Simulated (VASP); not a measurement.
# Ti2Al3Ru (Cmmm) in VASP: a series of runs

The runs below take Ti2Al3Ru through single point, relaxation of cell and atoms, with PBE.

All numbers are computed with VASP 6.6.1; they aren't measurements. Logs are shortened: lines on timing, memory, paths and dates and some standing lists are left out, and cuts for length are marked.

## Step 1: The cell of the first run

The structure is orthorhombic, space group Cmmm (No. 65). The conventional cell has a = 5.501 Å, b = 7.910 Å, c = 3.911 Å, α = 90.00°, β = 90.00°, γ = 90.00°. Within 2.5 Å of Ti (site symmetry mmm) lie 4 Al at 1.89 to 1.96 Å. Ti (site symmetry mmm) has 2 Ru at 1.96 Å and 2 Al at 2.06 Å within 2.6 Å. Within 2.5 Å of Al (site symmetry m2m) lie 2 Ti at 1.89 to 2.06 Å. Within 2.6 Å of Al (site symmetry mmm) lie 2 Ti at 1.96 Å. Within 2.6 Å of Ru (site symmetry mmm) lie 2 Ti at 1.96 Å.

## Step 2: Single point, PBE

File INCAR:

```
ALGO     = Normal         # electronic algorithm
EDIFF    = 1E-6           # SCF threshold, eV
ENCUT    = 520            # plane-wave cutoff, eV
GGA      = PE             # functional
ISIF     = 2              # what is computed and relaxed
ISMEAR   = 0              # smearing method
LASPH    = True           # aspherical terms in the spheres
LCHARG   = False          # write CHGCAR
LREAL    = False          # projectors in reciprocal space
LWAVE    = False          # write WAVECAR
NBANDS   = 32             # bands
NELM     = 80             # most SCF steps
PREC     = Accurate       # precision mode
SIGMA    = 0.1            # smearing width, eV
```

File KPOINTS:

```
k-points
0
Gamma
  4 4 4
```

File POSCAR:

```
Ti2Al3Ru
1.0
    2.7503408200     -3.9549351700      0.0000000000
    2.7503408200      3.9549351700      0.0000000000
    0.0000000000      0.0000000000      3.9109120400
Ti Al Ru
2 3 1
Direct
    0.5000000000      0.5000000000      0.0000000000
    0.0000000000      0.0000000000      0.0000000000
    0.7391538700      0.2608461300      0.0000000000
    0.2608461300      0.7391538700      0.0000000000
    0.5000000000      0.5000000000      0.5000000000
    0.0000000000      0.0000000000      0.5000000000
```

Potentials or basis: VASP PAW PBE potentials, release 64 (Ti_sv, Al, Ru_pv).

The run is started by

```
$ cat potpaw_PBE.64/Ti_sv/POTCAR potpaw_PBE.64/Al/POTCAR potpaw_PBE.64/Ru_pv/POTCAR > POTCAR
$ mpirun -np 1 vasp_std > vasp.out
```

OUTCAR:

```text
EDIFF = 1E-6
   ENCUT = 520
   GGA = PE
   ISIF = 2
   ISMEAR = 0
   LASPH = True
   LREAL = False
   NELM = 80
   PREC = Accurate

 ion  position               nearest neighbor table
   1  0.500  0.500  0.000-   3 1.89   4 1.89   5 1.96   5 1.96   2 2.75   2 2.75
   2  0.000  0.000  0.000-   6 1.96   6 1.96   3 2.06   4 2.06   1 2.75   1 2.75
   3  0.739  0.261  0.000-   1 1.89   2 2.06   5 2.72   5 2.72   4 2.76   4 2.76   6 2.84   6 2.84

   4  0.261  0.739  0.000-   1 1.89   2 2.06   5 2.72   5 2.72   3 2.76   3 2.76   6 2.84   6 2.84

   5  0.500  0.500  0.500-   1 1.96   1 1.96   4 2.72   3 2.72   3 2.72   4 2.72   6 2.75   6 2.75

   6  0.000  0.000  0.500-   2 1.96   2 1.96   5 2.75   5 2.75   4 2.84   3 2.84   4 2.84   3 2.84

  LATTYP: Found a base centered orthorhombic cell.
 ALAT       =     5.5006816400
 B/A-ratio  =     1.4379800282
 C/A-ratio  =     0.7109868005

  Lattice vectors:

 A1 = (   2.7503408200,  -3.9549351700,   0.0000000000)
 A2 = (   2.7503408200,   3.9549351700,   0.0000000000)
 A3 = (   0.0000000000,   0.0000000000,   3.9109120400)

Analysis of symmetry for initial positions (statically):
=====================================================================
 Subroutine PRICEL returns:
 Original cell was already a primitive cell.

 Routine SETGRP: Setting up the symmetry group for a
 base centered orthorhombic supercell.

 Subroutine GETGRP returns: Found  8 space group operations
 (whereof  8 operations were pure point group operations)
 out of a pool of  8 trial point group operations.

The static configuration has the point symmetry D_2h.

Analysis of symmetry for dynamics (positions and initial velocities):
=====================================================================
 Subroutine PRICEL returns:
 Original cell was already a primitive cell.

 Routine SETGRP: Setting up the symmetry group for a
 base centered orthorhombic supercell.

 Subroutine GETGRP returns: Found  8 space group operations
 (whereof  8 operations were pure point group operations)
 out of a pool of  8 trial point group operations.

The dynamic configuration has the point symmetry D_2h.

 Subroutine INISYM returns: Found  8 space group operations
 (whereof  8 operations are pure point group operations),
 and found     1 'primitive' translations

[... 98 lines left out ...]
   EDIFF  = 0.1E-05   stopping-criterion for ELM
   LREAL  =      F    real-space projection
   EDIFFG = 0.1E-04   stopping-criterion for IOM
   NSW    =      0    number of steps for IOM
   IBRION =     -1    ionic relax: 0-MD 1-quasi-New 2-CG
   NFREE  =      0    steps in history (QN), initial steepest desc. (CG)
   ISIF   =      2    stress and relaxation
   ISYM   =      2    0-nonsym 1-usesym 2-fastsym
   POTIM  = 0.5000    time-step for ionic-motion
   TEBEG  =    0.0;   TEEND  =   0.0 temperature during run
   PSTRESS=    0.0 pullay stress
   NELECT =      47.0000    total number of electrons
   NUPDOWN=      -1.0000    fix difference up-down
   EMIN   =  10.00;   EMAX   =-10.00  energy-range for DOS
   EFERMI =   0.00;   METHOD = LEGACY
   ISMEAR =     0;   SIGMA  =   0.10  broadening in eV -4-tet -1-fermi 0-gaus
   EFERMI_NEDOS =   21; number of points for ismear=-14 and -15
   IALGO  =     38    algorithm
   IMIX   =      4    mixing-type and parameters
     AMIX     =   0.40;   BMIX     =  1.00
     AMIX_MAG =   1.60;   BMIX_MAG =  1.00
  volume/ion in A,a.u.               =      14.18        95.69
  Fermi-wavevector in a.u.,A,eV,Ry     =   1.343268  2.538409 24.549945  1.804370
  Thomas-Fermi vector in A             =   2.471356
   LORBIT       =      0    0 simple, 1 ext, 2 COOP (PROOUT), +10 PAW based schemes
   GGA     = PE    functional components
   LHFCALC =     F    Hartree Fock is set to
   AEXX    =    0.0000 exact exchange contribution
   IVDW    =     0    specifies the selected vdW correction
   LEPSILON=     F    determine dielectric tensor
   LRPA    =     F    only Hartree local field effects (RPA)
 non-spin polarized calculation
 Gauss-broadening in eV      SIGMA  =   0.10
  energy-cutoff  :      520.00
  volume of cell :       85.08
 maximum number of plane-waves:      2316
   NGX = 17   NGY = 17   NGZ = 15

 number of electron      46.9999992 magnetization

 Free energy of the ion-electron system (eV)
  ---------------------------------------------------
  ext. energy  EPLUGINS =         0.00000000
  ---------------------------------------------------
  free energy    TOTEN  =       -16.58105403 eV

  energy without entropy =      -16.53214459  energy(sigma->0) =      -16.55659931

 E-fermi :   9.5690     XC(G=0): -11.4938

 val. band max:        9.5650749173   @ k =   0.5000   0.0000   0.0000
 cond. band min:       9.5756751181   @ k =   0.5000   0.0000   0.2500
 fundamental gap:      0.0106002008
 Fermi energy:         9.5690027699

 k-point     1 :       0.0000    0.0000    0.0000
  band No.  band energies     occupation
      1     -46.4920      2.00000
      2     -45.4405      2.00000
      3     -34.8860      2.00000
      4     -33.0144      2.00000
      5     -32.9668      2.00000
      6     -23.0390      2.00000
[... 724 lines left out ...]
     31      12.6298      0.00000
     32      12.9567      0.00000

------------------------ aborting loop because EDIFF is reached ----------------------------------------

  FORCE on cell =-STRESS in cart. coord.  units (eV):
  Direction    XX          YY          ZZ          XY          YZ          ZX
  --------------------------------------------------------------------------------------
  -------------------------------------------------------------------------------------
  Total       -1.7410343     68.4607333     62.1386634     -0.0000000      0.0000000      0.0000000
  in kB      -32.7856633   1289.1937798   1170.1419857     -0.0000000      0.0000000      0.0000000
  external PRESSURE =     808.8500340 kB  Pullay stress =       0.0000000 kB

 VOLUME and BASIS-vectors are now :
 -----------------------------------------------------------------------------
  energy-cutoff  :      520.00
  volume of cell :       85.08
      direct lattice vectors                 reciprocal lattice vectors
     2.750340820 -3.954935170  0.000000000     0.181795651 -0.126424323  0.000000000
     2.750340820  3.954935170  0.000000000     0.181795651  0.126424323  0.000000000
     0.000000000  0.000000000  3.910912040     0.000000000  0.000000000  0.255694833

 POSITION                                       TOTAL-FORCE (eV/Angst)
 -----------------------------------------------------------------------------------
      2.75034      0.00000      0.00000        -0.000000     -0.000000      0.000000
      0.00000      0.00000      0.00000         0.000000     -0.000000      0.000000
      2.75034     -1.89168      0.00000         0.000000     -3.884796      0.000000
      2.75034      1.89168      0.00000         0.000000      3.884796      0.000000
      2.75034      0.00000      1.95546         0.000000     -0.000000      0.000000
      0.00000      0.00000      1.95546         0.000000      0.000000      0.000000
 -----------------------------------------------------------------------------------
    total drift:                                0.000000      0.000000     -0.000000

  FREE ENERGIE OF THE ION-ELECTRON SYSTEM (eV)
  ---------------------------------------------------
  free  energy   TOTEN  =       -16.5810540275 eV

  energy  without entropy=      -16.5321445861  energy(sigma->0) =      -16.55659931
```

Wall time 27 s (1 thread of Intel Xeon 6975P-C (Granite Rapids), shared host); peak memory 0.21 GiB.

Results:

| Quantity | Value |
| --- | --- |
| Free energy | -16.5811 eV |
| Pressure | 80.9 GPa |
| Largest force | 3.885 eV/Å |

Forces on the atoms (eV/Å):
```
Ti   0.000  0.000  0.000
Ti   0.000  0.000  0.000
Al   0.000 -3.885  0.000
Al   0.000  3.885  0.000
Al   0.000  0.000  0.000
Ru   0.000  0.000  0.000
```

Stress tensor (GPa, compression positive):
```
 -3.28   0.00   0.00
  0.00 128.92   0.00
  0.00   0.00 117.01
```

Caveat: the k points lie up to 0.40 Å⁻¹ apart; forces of over 1 eV/Å act on the atoms, so gaps and moduli don't describe the material at rest.

## Step 3: Single point, PBE

This run uses another cell than the first one, of 22.04 Å³/atom, 1.554 times its volume.

File INCAR:

```
SYSTEM = Ti2Al3Ru
PREC = Accurate ; ENCUT = 520
EDIFF = 1E-6 ; ISMEAR = 0
SIGMA = 0.1 ; LREAL = .FALSE.
LASPH = .TRUE. ; NELM = 100
ALGO = Normal ; ISIF = 2
LWAVE = .FALSE. ; LCHARG = .FALSE.
GGA = PE ; NBANDS = 32
```

File KPOINTS:

```
regular mesh
0
G
  4 4 4
  0 0 0
```

File POSCAR:

```
Ti2Al3Ru
1.0
    2.4828991802     -5.3053407496      0.0000000000
    2.4828991802      5.3053407496      0.0000000000
    0.0000000000      0.0000000000      5.0200956077
Ti Al Ru
2 3 1
Direct
    0.5000000000      0.5000000000      0.0000000000
    0.0000000000      0.0000000000      0.0000000000
    0.7555215466      0.2444784534      0.0000000000
    0.2444784534      0.7555215466      0.0000000000
    0.5000000000      0.5000000000      0.5000000000
    0.0000000000      0.0000000000      0.5000000000
```

Potentials or basis: VASP PAW PBE potentials, release 64 (Ti_sv, Al, Ru_pv).

The run is started by

```
$ cat potpaw_PBE.64/Ti_sv/POTCAR potpaw_PBE.64/Al/POTCAR potpaw_PBE.64/Ru_pv/POTCAR > POTCAR
$ mpirun -np 1 vasp_std > vasp.out
```

OUTCAR:

```text
SYSTEM = Ti2Al3Ru
   PREC = Accurate
   ENCUT = 520
   EDIFF = 1E-6
   ISMEAR = 0
   LREAL = .FALSE.
   LASPH = .TRUE.
   NELM = 100
   ISIF = 2
   GGA = PE

 ion  position               nearest neighbor table
   1  0.500  0.500  0.000-   2 2.48   2 2.48   5 2.51   5 2.51   4 2.71   3 2.71
   2  0.000  0.000  0.000-   1 2.48   1 2.48   6 2.51   6 2.51   4 2.59   3 2.59
   3  0.756  0.244  0.000-   4 2.49   4 2.49   2 2.59   1 2.71
   4  0.244  0.756  0.000-   3 2.49   3 2.49   2 2.59   1 2.71
   5  0.500  0.500  0.500-   6 2.48   6 2.48   1 2.51   1 2.51
   6  0.000  0.000  0.500-   5 2.48   5 2.48   2 2.51   2 2.51

  LATTYP: Found a base centered orthorhombic cell.
 ALAT       =     4.9657983604
 B/A-ratio  =     2.1367523868
 C/A-ratio  =     1.0109342433

  Lattice vectors:

 A1 = (   2.4828991802,  -5.3053407496,   0.0000000000)
 A2 = (   2.4828991802,   5.3053407496,   0.0000000000)
 A3 = (   0.0000000000,   0.0000000000,   5.0200956077)

Analysis of symmetry for initial positions (statically):
=====================================================================
 Subroutine PRICEL returns:
 Original cell was already a primitive cell.

 Routine SETGRP: Setting up the symmetry group for a
 base centered orthorhombic supercell.

 Subroutine GETGRP returns: Found  8 space group operations
 (whereof  8 operations were pure point group operations)
 out of a pool of  8 trial point group operations.

The static configuration has the point symmetry D_2h.

Analysis of symmetry for dynamics (positions and initial velocities):
=====================================================================
 Subroutine PRICEL returns:
 Original cell was already a primitive cell.

 Routine SETGRP: Setting up the symmetry group for a
 base centered orthorhombic supercell.

 Subroutine GETGRP returns: Found  8 space group operations
 (whereof  8 operations were pure point group operations)
[... 126 lines left out ...]
     AMIX_MAG =   1.60;   BMIX_MAG =  1.00
  volume/ion in A,a.u.               =      22.04       148.75
  Fermi-wavevector in a.u.,A,eV,Ry     =   1.159585  2.191298 18.294909  1.344638
  Thomas-Fermi vector in A             =   2.296176
   LORBIT       =      0    0 simple, 1 ext, 2 COOP (PROOUT), +10 PAW based schemes
   GGA     = PE    functional components
   LHFCALC =     F    Hartree Fock is set to
   AEXX    =    0.0000 exact exchange contribution
   IVDW    =     0    specifies the selected vdW correction
   LEPSILON=     F    determine dielectric tensor
   LRPA    =     F    only Hartree local field effects (RPA)
 non-spin polarized calculation
 Gauss-broadening in eV      SIGMA  =   0.10
  energy-cutoff  :      520.00
  volume of cell :      132.26
 maximum number of plane-waves:      3586
 NGX is ok and might be reduce to    48
   NGX = 21   NGY = 21   NGZ = 19

 number of electron      46.9999997 magnetization

 Free energy of the ion-electron system (eV)
  ---------------------------------------------------
  ext. energy  EPLUGINS =         0.00000000
  ---------------------------------------------------
  free energy    TOTEN  =       -31.81332502 eV

  energy without entropy =      -31.78985534  energy(sigma->0) =      -31.80159018

 E-fermi :   5.1730     XC(G=0):  -9.5598

 val. band max:        5.1703296755   @ k =   0.5000   0.5000   0.0000
 cond. band min:       5.1879759854   @ k =  -0.2500   0.2500   0.2500
 fundamental gap:      0.0176463098
 Fermi energy:         5.1729905148

 k-point     1 :       0.0000    0.0000    0.0000
  band No.  band energies     occupation
      1     -51.5212      2.00000
      2     -51.2754      2.00000
      3     -36.9667      2.00000
      4     -36.7645      2.00000
      5     -36.5487      2.00000
      6     -28.3228      2.00000
[... 724 lines left out ...]
     31       8.1459      0.00000
     32       8.5380      0.00000

------------------------ aborting loop because EDIFF is reached ----------------------------------------

  FORCE on cell =-STRESS in cart. coord.  units (eV):
  Direction    XX          YY          ZZ          XY          YZ          ZX
  --------------------------------------------------------------------------------------
  -------------------------------------------------------------------------------------
  Total       -0.0184564     -0.2420569      0.0979576      0.0000000      0.0000000      0.0000000
  in kB       -0.2235850     -2.9323357      1.1866823      0.0000000      0.0000000      0.0000000
  external PRESSURE =      -0.6564128 kB  Pullay stress =       0.0000000 kB

 VOLUME and BASIS-vectors are now :
 -----------------------------------------------------------------------------
  energy-cutoff  :      520.00
  volume of cell :      132.26
      direct lattice vectors                 reciprocal lattice vectors
     2.482899180 -5.305340750  0.000000000     0.201377488 -0.094244653  0.000000000
     2.482899180  5.305340750  0.000000000     0.201377488  0.094244653  0.000000000
     0.000000000  0.000000000  5.020095608     0.000000000  0.000000000  0.199199393

 POSITION                                       TOTAL-FORCE (eV/Angst)
 -----------------------------------------------------------------------------------
      2.48290      0.00000      0.00000        -0.000000      0.000000      0.000000
      0.00000      0.00000      0.00000        -0.000000      0.000000      0.000000
      2.48290     -2.71126      0.00000        -0.000000      0.029390      0.000000
      2.48290      2.71126      0.00000        -0.000000     -0.029390      0.000000
      2.48290      0.00000      2.51005         0.000000      0.000000      0.000000
      0.00000      0.00000      2.51005        -0.000000      0.000000      0.000000
 -----------------------------------------------------------------------------------
    total drift:                                0.000000     -0.000000      0.000000

  FREE ENERGIE OF THE ION-ELECTRON SYSTEM (eV)
  ---------------------------------------------------
  free  energy   TOTEN  =       -31.8133250222 eV

  energy  without entropy=      -31.7898553407  energy(sigma->0) =      -31.80159018
```

OSZICAR:

```text
N       E                     dE             d eps       ncg     rms          rms(c)
DAV:   1     0.479139034617E+03    0.47914E+03   -0.22915E+04  1344   0.144E+03
DAV:   2     0.886113891521E+01   -0.47028E+03   -0.45544E+03  1392   0.434E+02
DAV:   3    -0.299929354062E+02   -0.38854E+02   -0.36691E+02  2240   0.112E+02
DAV:   4    -0.337093095755E+02   -0.37164E+01   -0.36338E+01  2104   0.269E+01
DAV:   5    -0.338620533148E+02   -0.15274E+00   -0.15265E+00  1896   0.510E+00    0.134E+01
DAV:   6    -0.339033101822E+02   -0.41257E-01   -0.19665E+01  1952   0.277E+01    0.152E+01
DAV:   7    -0.324680441128E+02    0.14353E+01   -0.14935E+01  1848   0.223E+01    0.659E+00
DAV:   8    -0.319078796078E+02    0.56016E+00   -0.26134E+00  1720   0.908E+00    0.344E+00
DAV:   9    -0.318181982253E+02    0.89681E-01   -0.72529E-01  1840   0.652E+00    0.131E+00
DAV:  10    -0.318217056257E+02   -0.35074E-02   -0.18789E-01  1992   0.385E+00    0.117E+00
DAV:  11    -0.318114930979E+02    0.10213E-01   -0.54410E-02  1848   0.216E+00    0.348E-01
DAV:  12    -0.318132268237E+02   -0.17337E-02   -0.97936E-03  1696   0.690E-01    0.123E-01
DAV:  13    -0.318132507987E+02   -0.23975E-04   -0.58012E-04  2184   0.158E-01    0.823E-02
DAV:  14    -0.318133182290E+02   -0.67430E-04   -0.21415E-04  1768   0.866E-02    0.250E-02
DAV:  15    -0.318133230086E+02   -0.47796E-05   -0.27314E-05  1976   0.352E-02    0.969E-03
DAV:  16    -0.318133249228E+02   -0.19143E-05   -0.62832E-06  1656   0.147E-02    0.238E-03
DAV:  17    -0.318133250222E+02   -0.99378E-07   -0.21035E-07  1032   0.375E-03
   1 F= -.31813325E+02 E0= -.31801590E+02  d E =-.234697E-01
```

It took 55 s on 1 thread of Intel Xeon 6975P-C (Granite Rapids), shared host; peak memory 0.33 GiB.

Results:

* Free energy: -31.8133 eV
* Pressure: -0.1 GPa
* Largest force: 0.029 eV/Å

Forces on the atoms (eV/Å):
```
Ti   0.000  0.000  0.000
Ti   0.000  0.000  0.000
Al   0.000  0.029  0.000
Al   0.000 -0.029  0.000
Al   0.000  0.000  0.000
Ru   0.000  0.000  0.000
```

Levels at points of the mesh, in eV from the Fermi level:
```
           k point  band 20  band 21  band 22  band 23  band 24  band 25  band 26  band 27  band 28  band 29
(0.00, 0.00, 0.00)    -1.15    -0.69    -0.62    -0.34     0.25     0.31     0.61     1.20     1.28     1.30
(0.50, 0.00, 0.00)    -1.12    -0.76    -0.36     0.24     0.25     0.83     1.05     1.47     1.53     1.62
(0.50, 0.50, 0.00)    -1.48    -1.22    -0.36    -0.09     0.00     0.17     1.04     1.19     1.41     1.41
(0.00, 0.00, 0.50)    -1.12    -1.08    -1.07    -1.02    -0.31     0.30     0.79     0.85     1.21     1.35
(0.50, 0.00, 0.50)    -1.47    -0.84    -0.62    -0.08     0.17     0.39     0.45     0.93     1.31     1.34
(0.50, 0.50, 0.50)    -1.13    -1.10    -0.98    -0.93    -0.89    -0.86    -0.64     1.15     1.20     1.91
```

(Continued in part 2 of 2.)
